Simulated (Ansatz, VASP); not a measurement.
Two plane-wave programs on Al3BAs4

The input INCAR:

```
PREC = Accurate ; ENCUT = 600
EDIFF = 1E-7 ; ISMEAR = 0
SIGMA = 0.1 ; LREAL = F
LASPH = T ; NELM = 60
ALGO = Normal ; ISIF = 3
LWAVE = F ; LCHARG = F
GGA = PE ; IBRION = 2
NSW = 90 ; EDIFFG = -0.04
```

KPOINTS

```
regular mesh
0
Gamma
  6 6 2
```

File POSCAR:

```
Al3BAs4
1.0
    3.7495469700      0.0000000000      0.0000000000
   -1.8747734900      3.2472029300      0.0000000000
    0.0000000000      0.0000000000     12.3245179400
Al B As
3 1 4
Direct
    0.3333333300      0.6666666700      0.0003415000
    0.3333333300      0.6666666700      0.5003415000
    0.6666666700      0.3333333300      0.7503415000
    0.6666666700      0.3333333300      0.2503415000
    0.3333333300      0.6666666700      0.1876585000
    0.3333333300      0.6666666700      0.6876585000
    0.6666666700      0.3333333300      0.4376585000
    0.6666666700      0.3333333300      0.9376585000
```

Input for Ansatz:

```yaml
crystal:
  lattice:
    - [3.74954697, 0.0, 0.0]
    - [-1.87477349, 3.24720293, 0.0]
    - [0.0, 0.0, 12.32451794]
  atoms:
    - { symbol: Al, position: [0.33333333, 0.66666667, 0.0003415] }
    - { symbol: Al, position: [0.33333333, 0.66666667, 0.5003415] }
    - { symbol: Al, position: [0.66666667, 0.33333333, 0.7503415] }
    - { symbol: B, position: [0.66666667, 0.33333333, 0.2503415] }
    - { symbol: As, position: [0.33333333, 0.66666667, 0.1876585] }
    - { symbol: As, position: [0.33333333, 0.66666667, 0.6876585] }
    - { symbol: As, position: [0.66666667, 0.33333333, 0.4376585] }
    - { symbol: As, position: [0.66666667, 0.33333333, 0.9376585] }
basis:
  ecutwfc: 420
kpoints:
  mp_grid: { grid: [6, 6, 2] }
hamiltonian:
  xc: pbe
scf:
  occupations: { method: gaussian, width: 0.1 }
  lower_state_search: "off"
output:
  forces: true
  stress: true
  eigenvalues: true
relax:
  adjacent_minimum: "off"
  f_tol: 0.04
  max_steps: 70
  cell: { stress_tol: 0.4 }
```

Alike in both runs: task relaxation of cell and atoms; functional PBE; k mesh 6 × 6 × 2; occupations gaussian, width 0.1 eV; no spin polarisation.

```csv
,VASP,Ansatz
version,VASP 6.6.1,Ansatz 0.2.0
potentials or method,"VASP PAW PBE potentials, release 64 (Al, B, As), cutoff 600 eV","scalar-relativistic, plane waves, PAW"
valence electrons in the cell,32,72
```

Ansatz gave:

```
gap on the k mesh at the Fermi level, each at its own relaxed structure (eV) : 0.15
relaxed volume (Å³/atom)                                                     : 21.12
relaxed cell length with the largest relative difference (Å)                 : 12.940
```

Estimate VASP's values.

gap on the k mesh at the Fermi level, each at its own relaxed structure (eV): 0.13; relaxed volume (Å³/atom): 21.20; relaxed cell length with the largest relative difference (Å): 12.966.

VASP's potentials hold 32 valence electrons a cell and Ansatz's 72, so a difference there can come from the potentials and not from the codes.
